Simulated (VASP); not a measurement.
Set up this calculation in VASP 6.6.1, as the native input.

| Property | Result |
| --- | --- |
| Task | single point |
| Functional | LDA |
| Potentials or basis | VASP PAW LDA potentials, release 64 (Cd, Se) |
| Cutoff | 520 eV |
| k mesh | 6 × 6 × 6 |
| Occupations | gaussian, width 0.01 eV |
| Spin | non-collinear spin, zero start, spin-orbit coupling |
| Starting moments | [[0.0, 0.0, 0.0], [0.0, 0.0, 0.0]] μB |
| Dipole correction | no |
| Further INCAR settings | ALGO = Normal; EDIFF = 1e-06; NBANDS = 30 |

The structure of CdSe lies in POSCAR:

```
CdSe
1.0
    4.3420190000      0.0000000000      0.0000000000
    2.1710095000      3.7602987577      0.0000000000
    2.1710095000      1.2534329192      3.5452436678
Cd Se
1 1
Direct
    0.0000000000      0.0000000000      0.0000000000
    0.7500000000      0.7500000000      0.7500000000
```

These files were run (other wordings do the same):

INCAR

```
SYSTEM = CdSe
  PREC = Accurate
  ENCUT = 520
  EDIFF = 1E-6
  ISMEAR = 0
  SIGMA = 0.01
  LREAL = .False.
  LASPH = .True.
  NELM = 150
  ALGO = Normal
  ISIF = 2
  LWAVE = .False.
  LCHARG = .False.
  MAGMOM = 0 0 0 0 0 0
  LORBIT = 11
  LSORBIT = .True.
  GGA_COMPAT = .False.
  LORBMOM = .True.
  GGA = CA
  NBANDS = 30
```

KPOINTS

```
Automatic mesh
0
Gamma
  6 6 6
  0 0 0
```

Potentials or basis: VASP PAW LDA potentials, release 64 (Cd, Se).

Command:

```console
$ cat potpaw_LDA.64/Cd/POTCAR potpaw_LDA.64/Se/POTCAR > POTCAR
$ mpirun -np 1 vasp_ncl > vasp.out
```

Results of the run:

- Pressure: -2.9 GPa
- Net moment: 0.00 μB per cell
- Valence electrons inside the program's atomic spheres: Cd 10.30; Se 3.83

Wall time 110 s on 1 thread of AMD EPYC 7R13, on a shared host, peak memory 0.24 GiB.
